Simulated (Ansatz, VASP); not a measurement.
**Two plane-wave programs on LiF**

Contents of INCAR:

```
SYSTEM = LiF
  PREC = Accurate
  ENCUT = 520
  EDIFF = 1E-6
  ISMEAR = 0
  SIGMA = 0.05
  LREAL = .False.
  LASPH = .True.
  NELM = 60
  ALGO = Normal
  ISIF = 2
  LWAVE = .False.
  LCHARG = .True.
  LELF = .True.
  LVHAR = .True.
  NBANDS = 18
```

KPOINTS

```
Automatic mesh
0
Gamma
  9 9 6
  0 0 0
```

Contents of POSCAR:

```
LiF
1.0
    2.8371016106      0.0000000000      0.0000000000
   -1.4185508053      2.4570020679      0.0000000000
    0.0000000000      0.0000000000      4.8040641573
Li F
2 2
Direct
    0.3333333333      0.6666666667      0.3839784076
    0.6666666667      0.3333333333      0.8839784076
    0.3333333333      0.6666666667      0.9910195924
    0.6666666667      0.3333333333      0.4910195924
```

Input for Ansatz:

```yaml
crystal:
  lattice:
    - [2.8371016106, 0.0, 0.0]
    - [-1.4185508053, 2.4570020679, 0.0]
    - [0.0, 0.0, 4.8040641573]
  atoms:
    - { symbol: Li, position: [0.3333333333, 0.6666666667, 0.3839784076] }
    - { symbol: Li, position: [0.6666666667, 0.3333333333, 0.8839784076] }
    - { symbol: F, position: [0.3333333333, 0.6666666667, 0.9910195924] }
    - { symbol: F, position: [0.6666666667, 0.3333333333, 0.4910195924] }
basis:
  ecutwfc: 520.0
kpoints:
  mp_grid: { grid: [9, 9, 6] }
hamiltonian:
  xc: lda
scf:
  occupations: { method: gaussian, width: 0.05 }
output:
  forces: true
  stress: true
  eigenvalues: true
```

Alike in both runs: task single point; functional LDA; k mesh 9 × 9 × 6; occupations gaussian, width 0.05 eV; no spin polarisation.

|  | VASP | Ansatz |
| --- | --- | --- |
| version | VASP 6.6.1 | Ansatz 0.2.0 |
| potentials or method | VASP PAW LDA potentials, release 64 (Li_sv, F), cutoff 520 eV | scalar-relativistic, plane waves, PAW |
| valence electrons in the cell | 20 | 20 |

|  | VASP | Ansatz | Ansatz less VASP |
| --- | --- | --- | --- |
| gap on the k mesh at the Fermi level (eV) | 8.52 | 8.54 | +0.017 |
| least direct gap on the mesh (eV) | 8.52 | 8.54 | +0.017 |
| rms of the force components (eV/Å) | 0.301 | 0.296 | -0.0042 |

LDA's correlation is that of Perdew and Zunger in VASP and of Perdew and Wang (1992) in Ansatz. Atom by atom the forces differ by 0.004 eV/Å (rms over components).

Noted on VASP's run: the cutoff is short for stress, so the pressure is rough.
